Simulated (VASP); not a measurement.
Runs of VASP 6.6.1 on Ce. The structure is that of space group Fm-3m (No. 225), or close to it. The cells are those of the table. 

```tsv
cell	gap on the mesh (eV)	pressure (GPa)
a = 3.319 Å, angles 60.0°, 1 atom	none	-1.1
a = 3.297 Å, angles 60.0°, 1 atom	none	(a)
a = 3.340 Å, angles 60.0°, 1 atom	none	-1.8
a = 3.275 Å, angles 60.0°, 1 atom	none	0.7
a = 3.252 Å, angles 60.0°, 1 atom	none	(b)
```

Alike in all rows: task single point; level r2SCAN; potentials or basis VASP PAW PBE potentials, release 64 (Ce); no spin polarisation; k mesh 16 × 16 × 16; cutoff (eV) 520; smearing gaussian 0.05 eV.

Q: Estimate the missing entries.

A: (a) -0.3; (b) 1.8.

Caveats: the PAW data sets were made with another functional, which shifts forces and pressure a little; spin-orbit coupling is left out, which moves the levels of the heavy elements.

A k mesh can miss the band edges, and the runs leave out spin-orbit coupling on Ce.

A gap of «none» marks levels without a gap at the run's occupations.
